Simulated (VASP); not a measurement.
A run of VASP 6.6.1 is set up as follows.

INCAR

```
SYSTEM = Cu
PREC = Accurate
ENCUT = 520
EDIFF = 1E-6
ISMEAR = 0
SIGMA = 0.15
LREAL = .FALSE.
LASPH = .TRUE.
NELM = 100
ALGO = Fast
ISIF = 2
LWAVE = .FALSE.
LCHARG = .TRUE.
GGA = PE
LELF = .TRUE.
LVHAR = .TRUE.
NBANDS = 12
```

File KPOINTS:

```
Automatic mesh
0
G
  24 24 24
  0 0 0
```

File POSCAR:

```
Cu
1.0
    0.0000000000      1.8941089999      1.7533767013
    1.8941089999      0.0000000000      1.7533767013
    1.8941089999      1.8941089999      0.0000000000
Cu
1
Direct
    0.0000000000      0.0000000000      0.0000000000
```

Potentials or basis: VASP PAW PBE potentials, release 64 (Cu).

The run is started by

```sh
$ cat potpaw_PBE.64/Cu/POTCAR > POTCAR
$ mpirun -np 1 vasp_std > vasp.out
```

(1) Predict the pressure.

(2) What does it give for the band gap on the k mesh?

## Answers

(1) -5.6 GPa.

(2) zero (an odd number of electrons rules out a gap without spin polarisation).

Caveat: the cell stands under tension.
